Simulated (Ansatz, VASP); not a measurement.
**CdSe in VASP and in Ansatz**

File INCAR:

```
SYSTEM = CdSe
  ALGO = Normal
  EDIFF = 1E-7
  ENCUT = 520
  GGA = PE
  ISIF = 2
  ISMEAR = 0
  LASPH = .TRUE.
  LCHARG = .FALSE.
  LREAL = .FALSE.
  LWAVE = .FALSE.
  NBANDS = 16
  NELM = 80
  PREC = Accurate
  SIGMA = 0.05
```

KPOINTS

```
k-points
0
G
  10 10 10
  0 0 0
```

File POSCAR:

```
CdSe
1.0
    0.0000000000      3.0650593332      3.0650593332
    3.0650593332      0.0000000000      3.0650593332
    2.9073109462      2.9073109462      0.1577483870
Cd Se
1 1
Direct
    0.0000000000      0.0000000000      0.0000000000
    0.7500000000      0.7500000000      0.7500000000
```

Input for Ansatz:

```yaml
crystal:
  lattice:
    - [0.0, 3.0650593332, 3.0650593332]
    - [3.0650593332, 0.0, 3.0650593332]
    - [2.9073109462, 2.9073109462, 0.157748387]
  atoms:
    - { symbol: Cd, position: [0.0, 0.0, 0.0] }
    - { symbol: Se, position: [0.75, 0.75, 0.75] }
basis:
  ecutwfc: 420
kpoints:
  mp_grid: { grid: [10, 10, 10] }
hamiltonian:
  xc: pbe
scf:
  occupations: { method: gaussian, width: 0.05 }
output:
  forces: true
  stress: true
  eigenvalues: true
```

Alike in both runs: task single point; functional PBE; k mesh 10 × 10 × 10; occupations gaussian, width 0.05 eV; no spin polarisation.

```csv
,VASP,Ansatz
version,VASP 6.6.1,Ansatz 0.2.0
potentials or method,"VASP PAW PBE potentials, release 64 (Cd, Se), cutoff 520 eV","scalar-relativistic, plane waves, PAW"
valence electrons in the cell,18,36
```

```csv
,VASP,Ansatz,Ansatz less VASP
gap on the k mesh at the Fermi level (eV),0.66,0.65,-0.001
least direct gap on the mesh (eV),0.66,0.65,-0.001
pressure (GPa),7.7,7.3,-0.43
"traceless stress, the component that is largest in VASP (GPa)",3.67,3.59,-0.087
rms of the force components (eV/Å),0.638,0.617,-0.0210
```

Atom by atom the forces differ by 0.021 eV/Å (rms over components). VASP's potentials hold 18 valence electrons a cell and Ansatz's 36, so a difference there can come from the potentials and not from the codes.
